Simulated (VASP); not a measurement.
# Cu (Fd-3m) in VASP: notebook

Cu is run at these levels: PBE; tasks: single point.

Program: VASP 6.6.1. These are calculated values, not measurements. Logs are shortened: lines on timing, memory, paths and dates and some standing lists are left out, and cuts for length are marked.

## Step 1: The cell of the first run

It takes space group Fd-3m (No. 227, cubic). Conventional cell: a = 5.318 Å, b = 5.318 Å, c = 5.318 Å, α = 90.00°, β = 90.00°, γ = 90.00°. Within 3.0 Å of Cu (site symmetry -43m) lie 4 Cu at 2.30 Å.

## Step 2: Single point, PBE

Contents of INCAR:

```
ALGO = Normal
EDIFF = 1E-6
ENCUT = 520
GGA = PE
ISIF = 2
ISMEAR = -1
LASPH = True
LCHARG = False
LREAL = False
LWAVE = False
NBANDS = 18
NELM = 80
PREC = Accurate
SIGMA = 0.06122561905347299
```

Contents of KPOINTS:

```
k-points
0
Gamma
  18 18 18
```

Contents of POSCAR:

```
Cu
1.0
    0.0000000000      2.6587736729      2.6587736729
    2.6587736729      0.0000000000      2.6587736729
    2.6587736729      2.6587736729      0.0000000000
Cu
2
Direct
    0.0000000000      0.0000000000      0.0000000000
    0.2500000000      0.2500000000      0.2500000000
```

Potentials or basis: VASP PAW PBE potentials, release 64 (Cu).

Started as:

```
> cat potpaw_PBE.64/Cu/POTCAR > POTCAR
> mpirun -np 1 vasp_std > vasp.out
```

OUTCAR:

```text
EDIFF = 1E-6
   ENCUT = 520
   GGA = PE
   ISIF = 2
   ISMEAR = -1
   LASPH = True
   LREAL = False
   NELM = 80
   PREC = Accurate

 ion  position               nearest neighbor table
   1  0.000  0.000  0.000-   2 2.30   2 2.30   2 2.30   2 2.30
   2  0.250  0.250  0.250-   1 2.30   1 2.30   1 2.30   1 2.30

  LATTYP: Found a face centered cubic cell.
 ALAT       =     5.3175473458

  Lattice vectors:

 A1 = (   0.0000000000,   2.6587736729,   2.6587736729)
 A2 = (   2.6587736729,   0.0000000000,   2.6587736729)
 A3 = (   2.6587736729,   2.6587736729,   0.0000000000)

Analysis of symmetry for initial positions (statically):
=====================================================================
 Subroutine PRICEL returns:
 Original cell was already a primitive cell.

 Routine SETGRP: Setting up the symmetry group for a
 face centered cubic supercell.

 Subroutine GETGRP returns: Found 48 space group operations
 (whereof 24 operations were pure point group operations)
 out of a pool of 48 trial point group operations.

The static configuration has the point symmetry T_d .
 The point group associated with its full space group is O_h .

Analysis of symmetry for dynamics (positions and initial velocities):
=====================================================================
 Subroutine PRICEL returns:
 Original cell was already a primitive cell.

 Routine SETGRP: Setting up the symmetry group for a
 face centered cubic supercell.

 Subroutine GETGRP returns: Found 48 space group operations
 (whereof 24 operations were pure point group operations)
 out of a pool of 48 trial point group operations.

The dynamic configuration has the point symmetry T_d .
 The point group associated with its full space group is O_h .

 Subroutine INISYM returns: Found 48 space group operations
 (whereof 24 operations are pure point group operations),
 and found     1 'primitive' translations

----------------------------------------------------------------------------------------

                                     Primitive cell

  volume of cell :      37.5902

  direct lattice vectors                    reciprocal lattice vectors
     0.000000000  2.658773673  2.658773673    -0.188056624  0.188056624  0.188056624
     2.658773673  0.000000000  2.658773673     0.188056624 -0.188056624  0.188056624
     2.658773673  2.658773673  0.000000000     0.188056624  0.188056624 -0.188056624

[... 74 lines left out ...]
   PREC   = accura    normal or accurate (medium, high low for compatibility)
   ISTART =      0    job   : 0-new  1-cont  2-samecut
   ICHARG =      2    charge: 1-file 2-atom 10-const
   ISPIN  =      1    spin polarized calculation?
   LNONCOLLINEAR =      F non collinear calculations
   LSORBIT =      F    spin-orbit coupling
   LASPH  =      T    aspherical Exc in radial PAW
   ENCUT  =  520.0 eV  38.22 Ry    6.18 a.u.   6.99  6.99  6.99*2*pi/ulx,y,z
   NELM   =     80;   NELMIN=  2; NELMDL= -5     # of ELM steps
   EDIFF  = 0.1E-05   stopping-criterion for ELM
   LREAL  =      F    real-space projection
   EDIFFG = 0.1E-04   stopping-criterion for IOM
   NSW    =      0    number of steps for IOM
   IBRION =     -1    ionic relax: 0-MD 1-quasi-New 2-CG
   NFREE  =      0    steps in history (QN), initial steepest desc. (CG)
   ISIF   =      2    stress and relaxation
   ISYM   =      2    0-nonsym 1-usesym 2-fastsym
   POTIM  = 0.5000    time-step for ionic-motion
   TEBEG  =    0.0;   TEEND  =   0.0 temperature during run
   PSTRESS=    0.0 pullay stress
   NELECT =      22.0000    total number of electrons
   NUPDOWN=      -1.0000    fix difference up-down
   EMIN   =  10.00;   EMAX   =-10.00  energy-range for DOS
   EFERMI =   0.00;   METHOD = LEGACY
   ISMEAR =    -1;   SIGMA  =   0.06  broadening in eV -4-tet -1-fermi 0-gaus
   EFERMI_NEDOS =   21; number of points for ismear=-14 and -15
   IALGO  =     38    algorithm
   IMIX   =      4    mixing-type and parameters
     AMIX     =   0.40;   BMIX     =  1.00
     AMIX_MAG =   1.60;   BMIX_MAG =  1.00
  volume/ion in A,a.u.               =      18.80       126.84
  Fermi-wavevector in a.u.,A,eV,Ry     =   1.369381  2.587755 25.513711  1.875205
  Thomas-Fermi vector in A             =   2.495262
   LORBIT       =      0    0 simple, 1 ext, 2 COOP (PROOUT), +10 PAW based schemes
   GGA     = PE    functional components
   LHFCALC =     F    Hartree Fock is set to
   AEXX    =    0.0000 exact exchange contribution
   IVDW    =     0    specifies the selected vdW correction
   LEPSILON=     F    determine dielectric tensor
   LRPA    =     F    only Hartree local field effects (RPA)
 non-spin polarized calculation
  energy-cutoff  :      520.00
  volume of cell :       37.59
 maximum number of plane-waves:      1026
   NGX = 13   NGY = 13   NGZ = 13

 number of electron      22.0000021 magnetization

 Free energy of the ion-electron system (eV)
  ---------------------------------------------------
  ext. energy  EPLUGINS =         0.00000000
  ---------------------------------------------------
  free energy    TOTEN  =        -5.40218167 eV

  energy without entropy =       -5.39201876  energy(sigma->0) =       -5.39710021

 E-fermi :   2.9200     XC(G=0):  -9.9593

 val. band max:        2.9061973325   @ k =  -0.3889   0.3333   0.0000
 cond. band min:       2.9366457975   @ k =  -0.3333   0.3889   0.0556
 fundamental gap:      0.0304484651
 Fermi energy:         2.9200473938

 k-point     1 :       0.0000    0.0000    0.0000
  band No.  band energies     occupation
      1      -3.4275      2.00000
      2      -0.0795      2.00000
      3      -0.0795      2.00000
      4      -0.0795      2.00000
      5      -0.0618      2.00000
      6      -0.0618      2.00000
[... 481 lines left out ...]
      5       0.1238      2.00000
      6       0.2047      2.00000
[... 10 lines left out ...]
     17      15.0512      0.00000
     18      16.3350      0.00000

 [... further k-points ...]
[... 5 lines left out ...]
  --------------------------------------------------------------------------------------
  -------------------------------------------------------------------------------------
  Total        0.2592202      0.2592202      0.2592202      0.0000000      0.0000000      0.0000000
  in kB       11.0485491     11.0485491     11.0485491      0.0000000      0.0000000      0.0000000
  external PRESSURE =      11.0485491 kB  Pullay stress =       0.0000000 kB

 VOLUME and BASIS-vectors are now :
 -----------------------------------------------------------------------------
  energy-cutoff  :      520.00
  volume of cell :       37.59
      direct lattice vectors                 reciprocal lattice vectors
     0.000000000  2.658773673  2.658773673    -0.188056624  0.188056624  0.188056624
     2.658773673  0.000000000  2.658773673     0.188056624 -0.188056624  0.188056624
     2.658773673  2.658773673  0.000000000     0.188056624  0.188056624 -0.188056624

 POSITION                                       TOTAL-FORCE (eV/Angst)
 -----------------------------------------------------------------------------------
      0.00000      0.00000      0.00000        -0.000000     -0.000000     -0.000000
      1.32939      1.32939      1.32939         0.000000      0.000000      0.000000
 -----------------------------------------------------------------------------------
    total drift:                                0.000000      0.000000      0.000000

  FREE ENERGIE OF THE ION-ELECTRON SYSTEM (eV)
  ---------------------------------------------------
  free  energy   TOTEN  =        -5.4021816651 eV

  energy  without entropy=       -5.3920187596  energy(sigma->0) =       -5.39710021
```

OSZICAR:

```text
N       E                     dE             d eps       ncg     rms          rms(c)
DAV:   1     0.137383135462E+03    0.13738E+03   -0.10465E+04  7148   0.187E+03
DAV:   2     0.393547709482E-01   -0.13734E+03   -0.12980E+03  7030   0.275E+02
DAV:   3    -0.648743188209E+01   -0.65268E+01   -0.62920E+01  7998   0.872E+01
DAV:   4    -0.658019153783E+01   -0.92760E-01   -0.92689E-01  8284   0.110E+01
DAV:   5    -0.658193371671E+01   -0.17422E-02   -0.17421E-02  8544   0.130E+00    0.964E+00
DAV:   6    -0.640128815680E+01    0.18065E+00   -0.13659E+01  8458   0.890E+01    0.658E+00
DAV:   7    -0.540920317227E+01    0.99208E+00   -0.33822E+00  8094   0.427E+01    0.426E-01
DAV:   8    -0.541130573517E+01   -0.21026E-02   -0.96903E-02 10328   0.552E+00    0.841E-01
DAV:   9    -0.540257702439E+01    0.87287E-02   -0.40464E-02  8968   0.449E+00    0.169E-01
DAV:  10    -0.540222626517E+01    0.35076E-03   -0.11828E-03 10078   0.684E-01    0.519E-02
DAV:  11    -0.540218131173E+01    0.44953E-04   -0.11869E-04 10510   0.212E-01    0.236E-03
DAV:  12    -0.540218166514E+01   -0.35341E-06   -0.38299E-06  6786   0.251E-02
   1 F= -.54021817E+01 E0= -.53971002E+01  d E =-.101629E-01
```

Wall time 1.9 min (1 thread of Intel Xeon Platinum 8259CL at 2.50GHz (Skylake/Cascade Lake), shared host); peak memory 0.23 GiB.

What came out:

```yaml
Free_energy: -5.4022 eV
Pressure: 1.1 GPa
Band_gap_on_the_k_mesh: zero (band 11 reaches 3.52 eV, above the bottom of band 12 at 2.55 eV)
```

## Step 3: Single point, PBE

Contents of INCAR:

```
SYSTEM = Cu
PREC = Accurate
ENCUT = 520
EDIFF = 1E-6
ISMEAR = -1
SIGMA = 0.06122561905347299
LREAL = .FALSE.
LASPH = .TRUE.
NELM = 80
ALGO = Normal
ISIF = 2
LWAVE = .FALSE.
LCHARG = .FALSE.
GGA = PE
NBANDS = 18
```

Contents of KPOINTS:

```
regular mesh
0
G
  18 18 18
  0 0 0
```

POSCAR is that of step 2.

Potentials or basis: VASP PAW PBE potentials, release 64 (Cu).

Started as:

```
> cat potpaw_PBE.64/Cu/POTCAR > POTCAR
> mpirun -np 1 vasp_std > vasp.out
```

It took 1.8 min on 1 thread of Intel Xeon Platinum 8259CL at 2.50GHz (Skylake/Cascade Lake), shared host; peak memory 0.23 GiB.

Results (log left out):

| Quantity | Value |
| --- | --- |
| Free energy | -5.4022 eV |
| Pressure | 1.1 GPa |
| Band gap on the k mesh | zero (band 11 reaches 3.52 eV, above the bottom of band 12 at 2.55 eV) |

Levels at points of the mesh, in eV from the Fermi level:
```csv
k point,band 8,band 9,band 10,band 11,band 12,band 13,band 14,band 15
"(0.00, 0.00, 0.00)",-1.88,-1.88,-1.22,-1.22,9.88,9.88,9.88,10.77
"(0.50, 0.00, 0.00)",-1.67,-1.49,-1.31,-1.31,-0.37,7.17,7.17,11.27
"(0.50, 0.50, 0.00)",-2.06,-1.22,-1.22,0.23,0.23,3.79,3.79,7.96
```

## Step 4: Single point, PBE

This run uses another cell than the first one, of 19.18 Å³/atom, 1.020 times its volume.

Contents of INCAR:

```
ALGO = Normal
EDIFF = 1E-6
ENCUT = 520
GGA = PE
ISIF = 2
ISMEAR = -1
LASPH = T
LCHARG = T
LELF = T
LREAL = F
LVHAR = T
LWAVE = F
NBANDS = 18
NELM = 60
PREC = Accurate
SIGMA = 0.06122561905347299
```

Contents of KPOINTS:

```
k-points
0
Gamma
  18 18 18
```

Contents of POSCAR:

```
Cu
1.0
    0.0000000000      2.6767389049      2.6767389049
    2.6767389049      0.0000000000      2.6767389049
    2.6767389049      2.6767389049      0.0000000000
Cu
2
Direct
    0.0000000000      0.0000000000      0.0000000000
    0.2500000000      0.2500000000      0.2500000000
```

Started as:

```
> cat potpaw_PBE.64/Cu/POTCAR > POTCAR
> mpirun -np 1 vasp_std > vasp.out
```

Wall time 1.8 min (1 thread of Intel Xeon Platinum 8259CL at 2.50GHz (Skylake/Cascade Lake), shared host); peak memory 0.23 GiB.

Results (log left out):

- Free energy: -5.4063 eV
- Pressure: -0.1 GPa
- Band gap on the k mesh: zero (band 11 reaches 3.35 eV, above the bottom of band 12 at 2.38 eV)

Levels at points of the mesh, in eV from the Fermi level:
```
           k point  band 9  band 10  band 11  band 12  band 13  band 14
(0.00, 0.00, 0.00)   -1.85    -1.21    -1.21     9.74     9.74     9.74
(0.50, 0.00, 0.00)   -1.43    -1.29    -1.29    -0.38     7.08     7.08
(0.50, 0.50, 0.00)   -1.20    -1.20     0.23     0.23     3.78     3.78
```

## Step 5: Single point, PBE

This run uses another cell than the first one, of 19.18 Å³/atom, 1.020 times its volume.

Contents of INCAR:

```
SYSTEM = Cu
ALGO = Normal
EDIFF = 1E-6
ENCUT = 520
GGA = PE
ISIF = 2
ISMEAR = -1
LASPH = .True.
LCHARG = .True.
LELF = .True.
LREAL = .False.
LVHAR = .True.
LWAVE = .False.
NBANDS = 18
NELM = 100
PREC = Accurate
SIGMA = 0.06122561905347299
```

Contents of KPOINTS:

```
k-points
0
Gamma
  18 18 18
  0 0 0
```

POSCAR is that of step 4.

Started as:

```
> cat potpaw_PBE.64/Cu/POTCAR > POTCAR
> mpirun -np 1 vasp_std > vasp.out
```

It took 1.9 min on 1 thread of Intel Xeon Platinum 8259CL at 2.50GHz (Skylake/Cascade Lake), shared host; peak memory 0.24 GiB.

It converged, with:

```
Free energy            : -5.4063 eV
Pressure               : -0.1 GPa
Band gap on the k mesh : zero (band 11 reaches 3.35 eV, above the bottom of band 12 at 2.38 eV)
```

Levels at points of the mesh, in eV from the Fermi level:
| k point | band 8 | band 9 | band 10 | band 11 | band 12 | band 13 | band 14 | band 15 |
| --- | --- | --- | --- | --- | --- | --- | --- | --- |
| (0.00, 0.00, 0.00) | -1.85 | -1.85 | -1.21 | -1.21 | 9.74 | 9.74 | 9.74 | 10.64 |
| (0.50, 0.00, 0.00) | -1.64 | -1.43 | -1.29 | -1.29 | -0.38 | 7.08 | 7.08 | 11.14 |
| (0.50, 0.50, 0.00) | -2.02 | -1.20 | -1.20 | 0.23 | 0.23 | 3.78 | 3.78 | 7.87 |
